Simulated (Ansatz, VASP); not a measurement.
# Two plane-wave programs on CaS

```
Ca S
1.0
     0.00000    2.85618    2.85618
     2.85618    0.00000    2.85618
     2.85618    2.85618    0.00000
Ca S
1 1
Cartesian
  0.0000 0.0000 0.0000
  2.8562 2.8562 2.8562
```

Alike in both runs: functional PBE; k mesh 8 × 8 × 8; occupations gaussian, width 0.02 eV; no spin polarisation.

Ansatz relaxed the structure, and its values are those at the end. VASP's run is a single point on that final structure, the one shown.

```csv
,VASP,Ansatz
version,VASP 6.6.1,Ansatz 0.2.0
potentials or method,"VASP PAW PBE potentials, release 64 (Ca_sv, S), cutoff 500 eV","scalar-relativistic, plane waves, PAW"
valence electrons in the cell,16,16
```

```tsv
	VASP	Ansatz	Ansatz less VASP
gap on the k mesh at the Fermi level (eV)	2.38	2.38	+0.005
least direct gap on the mesh (eV)	3.18	3.18	+0.005
pressure (GPa)	0.1	0.0	-0.14
```

With one functional, cell and mesh, what is left measures potentials, basis and numerics.
